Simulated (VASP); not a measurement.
Wanted: the native input for a VASP 6.6.1 run.

| Item | Value |
| --- | --- |
| Task | single point |
| Functional | r2SCAN |
| Potentials or basis | VASP PAW PBE potentials, release 64 (Rh_pv) |
| Cutoff | 520 eV |
| k mesh | 18 × 18 × 18 |
| Occupations | gaussian, width 0.1 eV |
| Spin | no spin polarisation |
| Dipole correction | no |
| Further INCAR settings | ALGO = Normal; EDIFF = 1e-06; NBANDS = 14 |

Rh:

```
Rh
1.0
     0.00000    1.90002    1.90002
     1.90002    0.00000    1.90002
     1.90002    1.90002    0.00000
Rh
1
Direct
  0.00000 0.00000 0.00000
```

The input as run:

POSCAR

```
Rh
1.0
    0.0000000000      1.9000206677      1.9000206677
    1.9000206677      0.0000000000      1.9000206677
    1.9000206677      1.9000206677      0.0000000000
Rh
1
Direct
    0.0000000000      0.0000000000      0.0000000000
```

INCAR.step1

```
ALGO = Normal ; EDIFF = 1E-4
ENCUT = 520 ; GGA = PE
ISMEAR = 0 ; LASPH = True
LCHARG = False ; LREAL = False
LWAVE = True ; NBANDS = 14
NELM = 80 ; PREC = Accurate
SIGMA = 0.1
```

INCAR.step2

```
ALGO = Normal ; EDIFF = 1E-6
ENCUT = 520 ; ISIF = 2
ISMEAR = 0 ; ISTART = 1
LASPH = True ; LCHARG = False
LMIXTAU = True ; LREAL = False
LWAVE = False ; METAGGA = R2SCAN
NBANDS = 14 ; NELM = 80
PREC = Accurate ; SIGMA = 0.1
```

KPOINTS

```
k-points
0
Gamma
  18 18 18
```

Potentials or basis: VASP PAW PBE potentials, release 64 (Rh_pv).

Launch:

```bash
$ cat potpaw_PBE.64/Rh_pv/POTCAR > POTCAR
$ cp INCAR.step1 INCAR
$ mpirun -np 1 vasp_std > vasp.out
$ cp INCAR.step2 INCAR
$ mpirun -np 1 vasp_std > vasp.out
```

Results of the run:

```
Pressure               : 1.2 GPa
Band gap on the k mesh : zero (an odd number of electrons rules out a gap without spin polarisation)
```

Caveat: an empty level that is flat over the whole mesh can mark a ghost state of the potentials, or a narrow d or f band; the PAW data sets were made with another functional, which shifts forces and pressure a little.

Run time: 2.5 min on 1 thread of Intel Xeon 8259CL, on a shared host, peak memory 0.15 GiB.
